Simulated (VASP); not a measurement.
# CO2 in VASP: further runs

CO2 is run at these levels: PBEsol; tasks: single point.

Program: VASP 6.6.1. These are calculated values, not measurements. Logs are shortened: lines on timing, memory, paths and dates and some standing lists are left out, and cuts for length are marked.

### Step 1. The cell of the first run

It takes space group P4_2/mnm (No. 136, tetragonal). The conventional cell has a = 4.595 Å, b = 4.595 Å, c = 4.785 Å, α = 90.00°, β = 90.00°, γ = 90.00°. Within 1.6 Å of C (site symmetry mmm) lie 2 O at 1.17 Å. Within 1.6 Å of O (site symmetry m2m) lie 1 C at 1.17 Å.

### Step 2. Single point, PBEsol

The input, INCAR:

```
SYSTEM = CO2
PREC     = Accurate       ! precision mode
ENCUT    = 520            ! plane-wave cutoff, eV
EDIFF    = 1E-6           ! SCF threshold, eV
ISMEAR   = 0              ! smearing method
SIGMA    = 0.02           ! smearing width, eV
LREAL    = .False.        ! projectors in reciprocal space
LASPH    = .True.         ! aspherical terms in the spheres
NELM     = 60             ! most SCF steps
ALGO     = Normal         ! electronic algorithm
ISIF     = 2              ! what is computed and relaxed
LWAVE    = .False.        ! write WAVECAR
LCHARG   = .False.        ! write CHGCAR
GGA      = PS             ! functional
NBANDS   = 25             ! bands
```

The input, KPOINTS:

```
Automatic mesh
0
Gamma
  6 6 6
  0 0 0
```

The input, POSCAR:

```
CO2
1.0
    4.5946341885      0.0000000000      0.0000000000
    0.0000000000      4.5946341885      0.0000000000
    0.0000000000      0.0000000000      4.7848069164
C O
2 4
Direct
    0.5000000000      0.5000000000      0.5000000000
    0.0000000000      0.0000000000      0.0000000000
    0.3203915717      0.6796084283      0.5000000000
    0.6796084283      0.3203915717      0.5000000000
    0.1796084283      0.1796084283      0.0000000000
    0.8203915717      0.8203915717      0.0000000000
```

Potentials or basis: VASP PAW PBE potentials, release 64 (C, O).

Started as:

```sh
$ cat potpaw_PBE.64/C/POTCAR potpaw_PBE.64/O/POTCAR > POTCAR
$ mpirun -np 1 vasp_std > vasp.out
```

OUTCAR:

```text
SYSTEM = CO2
   PREC = Accurate
   ENCUT = 520
   EDIFF = 1E-6
   ISMEAR = 0
   LREAL = .False.
   LASPH = .True.
   NELM = 60
   ISIF = 2
   GGA = PS

 ion  position               nearest neighbor table
   1  0.500  0.500  0.500-   3 1.17   4 1.17
   2  0.000  0.000  0.000-   5 1.17   6 1.17
   3  0.320  0.680  0.500-   1 1.17
   4  0.680  0.320  0.500-   1 1.17
   5  0.180  0.180  0.000-   2 1.17
   6  0.820  0.820  0.000-   2 1.17

  LATTYP: Found a simple tetragonal cell.
 ALAT       =     4.5946341885
 C/A-ratio  =     1.0413901782

  Lattice vectors:

 A1 = (   4.5946341885,   0.0000000000,   0.0000000000)
 A2 = (   0.0000000000,   4.5946341885,   0.0000000000)
 A3 = (   0.0000000000,   0.0000000000,   4.7848069164)

Analysis of symmetry for initial positions (statically):
=====================================================================
 Subroutine PRICEL returns:
 Original cell was already a primitive cell.

 Routine SETGRP: Setting up the symmetry group for a
 simple tetragonal supercell.

 Subroutine GETGRP returns: Found 16 space group operations
 (whereof  8 operations were pure point group operations)
 out of a pool of 16 trial point group operations.

The static configuration has the point symmetry D_2h.
 The point group associated with its full space group is D_4h.

Analysis of symmetry for dynamics (positions and initial velocities):
=====================================================================
 Subroutine PRICEL returns:
 Original cell was already a primitive cell.

 Routine SETGRP: Setting up the symmetry group for a
 simple tetragonal supercell.

 Subroutine GETGRP returns: Found 16 space group operations
 (whereof  8 operations were pure point group operations)
 out of a pool of 16 trial point group operations.

The dynamic configuration has the point symmetry D_2h.
 The point group associated with its full space group is D_4h.

 Subroutine INISYM returns: Found 16 space group operations
 (whereof  8 operations are pure point group operations),
 and found     1 'primitive' translations

----------------------------------------------------------------------------------------

                                     Primitive cell

  volume of cell :     101.0104

  direct lattice vectors                    reciprocal lattice vectors
     4.594634188  0.000000000  0.000000000     0.217645183  0.000000000  0.000000000
     0.000000000  4.594634188  0.000000000     0.000000000  0.217645183  0.000000000
     0.000000000  0.000000000  4.784806916     0.000000000  0.000000000  0.208994849

  length of vectors
     4.594634188  4.594634188  4.784806916     0.217645183  0.217645183  0.208994849

  position of ions in fractional coordinates (direct lattice)
     0.500000000  0.500000000  0.500000000
     0.000000000  0.000000000  0.000000000
     0.320391572  0.679608428  0.500000000
     0.679608428  0.320391572  0.500000000
     0.179608428  0.179608428  0.000000000
     0.820391572  0.820391572  0.000000000

  ion indices of the primitive-cell ions
   primitive index   ion index
                 1           1
                 2           2
                 3           3
                 4           4
                 5           5
                 6           6

----------------------------------------------------------------------------------------

 KPOINTS: Automatic mesh

Automatic generation of k-mesh.
 Grid dimensions read from file:
 generate k-points for:    6    6    6

 Generating k-lattice:

  Cartesian coordinates                     Fractional coordinates (reciprocal lattice)
     0.036274197  0.000000000  0.000000000     0.166666667  0.000000000  0.000000000
     0.000000000  0.036274197  0.000000000     0.000000000  0.166666667  0.000000000
     0.000000000  0.000000000  0.034832475     0.000000000  0.000000000  0.166666667

  Length of vectors
     0.036274197  0.036274197  0.034832475

  Shift w.r.t. Gamma in fractional coordinates (k-lattice)
     0.000000000  0.000000000  0.000000000

 Subroutine IBZKPT returns following result:
 ===========================================

 Found     40 irreducible k-points:

 Following reciprocal coordinates:
            Coordinates               Weight
  0.000000  0.000000  0.000000      1.000000
  0.166667  0.000000  0.000000      4.000000
  0.333333  0.000000  0.000000      4.000000
  0.500000  0.000000  0.000000      2.000000
  0.166667  0.166667  0.000000      4.000000
  0.333333  0.166667  0.000000      8.000000
[... 16 lines left out ...]
  0.333333  0.000000  0.333333      8.000000
  0.500000  0.000000  0.333333      4.000000
 [... further k-points ...]
   k-points           NKPTS =     40   k-points in BZ     NKDIM =     40   number of bands    NBANDS=     25
   number of dos      NEDOS =    301   number of ions     NIONS =      6
   total plane-waves  NPLWV =  46656
   dimension x,y,z NGX =    36 NGY =   36 NGZ =   36
   dimension x,y,z NGXF=    72 NGYF=   72 NGZF=   72
   ions per type =               2   4
   NGX,Y,Z   is equivalent  to a cutoff of  13.03, 13.03, 12.51 a.u.
   NGXF,Y,Z  is equivalent  to a cutoff of  26.05, 26.05, 25.02 a.u.
 SYSTEM =  CO2
   PREC   = accura    normal or accurate (medium, high low for compatibility)
   ISTART =      0    job   : 0-new  1-cont  2-samecut
   ICHARG =      2    charge: 1-file 2-atom 10-const
   ISPIN  =      1    spin polarized calculation?
   LNONCOLLINEAR =      F non collinear calculations
   LSORBIT =      F    spin-orbit coupling
   LASPH  =      T    aspherical Exc in radial PAW
   ENCUT  =  520.0 eV  38.22 Ry    6.18 a.u.   8.54  8.54  8.90*2*pi/ulx,y,z
   NELM   =     60;   NELMIN=  2; NELMDL= -5     # of ELM steps
   EDIFF  = 0.1E-05   stopping-criterion for ELM
   LREAL  =      F    real-space projection
   EDIFFG = 0.1E-04   stopping-criterion for IOM
   NSW    =      0    number of steps for IOM
   IBRION =     -1    ionic relax: 0-MD 1-quasi-New 2-CG
   NFREE  =      0    steps in history (QN), initial steepest desc. (CG)
   ISIF   =      2    stress and relaxation
   ISYM   =      2    0-nonsym 1-usesym 2-fastsym
   POTIM  = 0.5000    time-step for ionic-motion
   TEBEG  =    0.0;   TEEND  =   0.0 temperature during run
   PSTRESS=    0.0 pullay stress
   NELECT =      32.0000    total number of electrons
   NUPDOWN=      -1.0000    fix difference up-down
   EMIN   =  10.00;   EMAX   =-10.00  energy-range for DOS
   EFERMI =   0.00;   METHOD = LEGACY
   ISMEAR =     0;   SIGMA  =   0.02  broadening in eV -4-tet -1-fermi 0-gaus
   EFERMI_NEDOS =   21; number of points for ismear=-14 and -15
   IALGO  =     38    algorithm
   IMIX   =      4    mixing-type and parameters
     AMIX     =   0.40;   BMIX     =  1.00
     AMIX_MAG =   1.60;   BMIX_MAG =  1.00
  volume/ion in A,a.u.               =      16.84       113.61
  Fermi-wavevector in a.u.,A,eV,Ry     =   1.116013  2.108959 16.945863  1.245486
  Thomas-Fermi vector in A             =   2.252623
   LORBIT       =      0    0 simple, 1 ext, 2 COOP (PROOUT), +10 PAW based schemes
   GGA     = PS    functional components
   LHFCALC =     F    Hartree Fock is set to
   AEXX    =    0.0000 exact exchange contribution
   IVDW    =     0    specifies the selected vdW correction
   LEPSILON=     F    determine dielectric tensor
   LRPA    =     F    only Hartree local field effects (RPA)
 non-spin polarized calculation
 Gauss-broadening in eV      SIGMA  =   0.02
  energy-cutoff  :      520.00
  volume of cell :      101.01
 maximum number of plane-waves:      2746
 NGX is ok and might be reduce to    36
   NGX = 17   NGY = 17   NGZ = 17

 number of electron      32.0000003 magnetization

 Free energy of the ion-electron system (eV)
  ---------------------------------------------------
  ext. energy  EPLUGINS =         0.00000000
  ---------------------------------------------------
  free energy    TOTEN  =       -47.63800212 eV

  energy without entropy =      -47.63800212  energy(sigma->0) =      -47.63800212

 E-fermi :  -4.1415     XC(G=0):  -7.3025

 val. band max:       -4.3093787811   @ k =   0.5000   0.5000   0.5000
 cond. band min:       2.2592038712   @ k =   0.0000   0.0000   0.0000
 fundamental gap:      6.5685826523
 Fermi energy:        -4.1414841268

 k-point     1 :       0.0000    0.0000    0.0000
  band No.  band energies     occupation
      1     -24.7803      2.00000
      2     -24.6162      2.00000
      3     -23.6785      2.00000
      4     -23.6785      2.00000
      5      -9.4525      2.00000
      6      -9.2390      2.00000
[... 17 lines left out ...]
     24      10.5374      0.00000
     25      10.6174      0.00000

 k-point     2 :       0.1667    0.0000    0.0000
  band No.  band energies     occupation
      1     -24.7666      2.00000
      2     -24.6239      2.00000
      3     -23.6822      2.00000
      4     -23.6815      2.00000
      5      -9.4274      2.00000
      6      -9.2656      2.00000
[... 17 lines left out ...]
     24       9.9487      0.00000
     25      10.5028      0.00000

 k-point     3 :       0.3333    0.0000    0.0000
  band No.  band energies     occupation
      1     -24.7302      2.00000
      2     -24.6474      2.00000
      3     -23.6891      2.00000
      4     -23.6879      2.00000
      5      -9.3747      2.00000
      6      -9.3097      2.00000
[... 552 lines left out ...]
 k-point    23 :       0.3333    0.0000    0.3333
  band No.  band energies     occupation
      1     -24.7075      2.00000
      2     -24.6658      2.00000
      3     -23.6894      2.00000
      4     -23.6888      2.00000
      5      -9.3496      2.00000
      6      -9.3211      2.00000
[... 17 lines left out ...]
     24       9.1711      0.00000
     25      10.1171      0.00000

 k-point    24 :       0.5000    0.0000    0.3333
  band No.  band energies     occupation
      1     -24.6830      2.00000
      2     -24.6830      2.00000
      3     -23.6930      2.00000
      4     -23.6930      2.00000
      5      -9.2917      2.00000
      6      -9.2917      2.00000
[... 17 lines left out ...]
     24       8.0656      0.00000
     25      10.2401      0.00000

 [... further k-points ...]

------------------------ aborting loop because EDIFF is reached ----------------------------------------

  FORCE on cell =-STRESS in cart. coord.  units (eV):
  Direction    XX          YY          ZZ          XY          YZ          ZX
  --------------------------------------------------------------------------------------
  -------------------------------------------------------------------------------------
  Total        1.4915606      1.4915606     -0.1905050     -0.0000000      0.0000000      0.0000000
  in kB       23.6583898     23.6583898     -3.0216945     -0.0000000      0.0000000      0.0000000
  external PRESSURE =      14.7650283 kB  Pullay stress =       0.0000000 kB

 VOLUME and BASIS-vectors are now :
 -----------------------------------------------------------------------------
  energy-cutoff  :      520.00
  volume of cell :      101.01
      direct lattice vectors                 reciprocal lattice vectors
     4.594634188  0.000000000  0.000000000     0.217645183  0.000000000  0.000000000
     0.000000000  4.594634188  0.000000000     0.000000000  0.217645183  0.000000000
     0.000000000  0.000000000  4.784806916     0.000000000  0.000000000  0.208994849

 POSITION                                       TOTAL-FORCE (eV/Angst)
 -----------------------------------------------------------------------------------
      2.29732      2.29732      2.39240         0.000000      0.000000      0.000000
      0.00000      0.00000      0.00000         0.000000      0.000000      0.000000
      1.47208      3.12255      2.39240        -0.498150      0.498150      0.000000
      3.12255      1.47208      2.39240         0.498150     -0.498150      0.000000
      0.82524      0.82524      0.00000         0.498150      0.498150     -0.000000
      3.76940      3.76940      0.00000        -0.498150     -0.498150      0.000000
 -----------------------------------------------------------------------------------
    total drift:                                0.000000      0.000000     -0.000000

  FREE ENERGIE OF THE ION-ELECTRON SYSTEM (eV)
  ---------------------------------------------------
  free  energy   TOTEN  =       -47.6380021160 eV

  energy  without entropy=      -47.6380021160  energy(sigma->0) =      -47.63800212
```

Run time: 2.8 min. Hardware: 1 thread of Intel Xeon 8259CL, shared host; peak memory 0.24 GiB.

Results:

```yaml
Free_energy: -47.6380 eV
Pressure: 1.5 GPa
Largest_force: 0.704 eV/Å
Band_gap_on_the_k_mesh: 6.57 eV (least direct gap 6.79 eV)
```

Forces in eV/Å, atoms in the order of the input:
```
C    0.000  0.000  0.000
C    0.000  0.000  0.000
O   -0.498  0.498  0.000
O    0.498 -0.498  0.000
O    0.498  0.498  0.000
O   -0.498 -0.498  0.000
```

Stress tensor (GPa, compression positive):
```
 2.37  0.00  0.00
 0.00  2.37  0.00
 0.00  0.00 -0.30
```

Caveat: this functional lacks dispersion, which holds the molecules together, so the pressure and a relaxed volume are unreliable; the PAW data sets were made with another functional, which shifts forces and pressure a little. A k mesh can miss the band edges.

### Step 3. Single point, PBEsol (shear of c along a, cell held: +2.0 %, then relaxed in part)

The input, INCAR:

```
SYSTEM = CO2
ALGO = Normal
EDIFF = 1E-7
ENCUT = 520
GGA = PS
ISIF = 2
ISMEAR = 0
LASPH = .True.
LCHARG = .False.
LREAL = .False.
LWAVE = .False.
NBANDS = 25
NELM = 60
PREC = Accurate
SIGMA = 0.02
```

The input, KPOINTS:

```
k-points
0
Gamma
  6 6 6
  0 0 0
```

Changes to POSCAR since step 2:

```diff
@@ -4,3 +4,3 @@
     0.0000000000      4.5946341885      0.0000000000
-    0.0000000000      0.0000000000      4.7848069164
+    0.0956961383      0.0000000000      4.7848069164
 C O
```

Potentials or basis: VASP PAW PBE potentials, release 64 (C, O).

Started as:

```sh
$ cat potpaw_PBE.64/C/POTCAR potpaw_PBE.64/O/POTCAR > POTCAR
$ mpirun -np 1 vasp_std > vasp.out
```

It took 5.6 min on 1 thread of Intel Xeon 8259CL, shared host; peak memory 0.29 GiB.

The run converged. Its results:

```
Free energy            : -47.6377 eV
Pressure               : 1.5 GPa
Largest force          : 0.704 eV/Å
Band gap on the k mesh : 6.57 eV (least direct gap 6.78 eV)
```

Forces on the atoms (eV/Å):
```
C    0.000  0.000  0.000
C    0.000  0.000  0.000
O   -0.498  0.498  0.002
O    0.498 -0.498 -0.002
O    0.498  0.498 -0.002
O   -0.498 -0.498  0.002
```

Stress tensor (GPa, compression positive):
```
 2.37  0.00 -0.05
 0.00  2.37  0.00
-0.05  0.00 -0.30
```

Levels at points of the mesh, in eV from the valence-band top:
```tsv
k point	band 13	band 14	band 15	band 16	band 17	band 18	band 19	band 20
(0.00, 0.00, 0.00)	-0.85	-0.27	-0.26	-0.21	6.57	7.89	8.25	8.25
(0.50, 0.00, 0.00)	-0.28	-0.28	-0.27	-0.27	8.27	8.27	8.39	8.39
(0.00, 0.50, 0.00)	-0.29	-0.29	-0.27	-0.27	8.27	8.27	8.39	8.39
(0.50, 0.50, 0.00)	-0.36	-0.36	0.00	0.00	8.40	8.40	8.45	8.45
(0.00, 0.00, 0.50)	-0.54	-0.54	-0.28	-0.28	8.02	8.02	8.33	8.33
(0.50, 0.00, 0.50)	-0.54	-0.51	-0.13	-0.10	8.16	8.16	8.59	8.60
(0.00, 0.50, 0.50)	-0.52	-0.52	-0.12	-0.12	8.16	8.16	8.59	8.59
(0.50, 0.50, 0.50)	-0.30	-0.30	0.00	0.00	7.99	7.99	8.44	8.44
```

Caveat: the cell differs from its parent crystal (shear of c along a, cell held: +2.0 %, then relaxed in part); this functional lacks dispersion, which holds the molecules together, so the pressure and a relaxed volume are unreliable; the PAW data sets were made with another functional, which shifts forces and pressure a little.
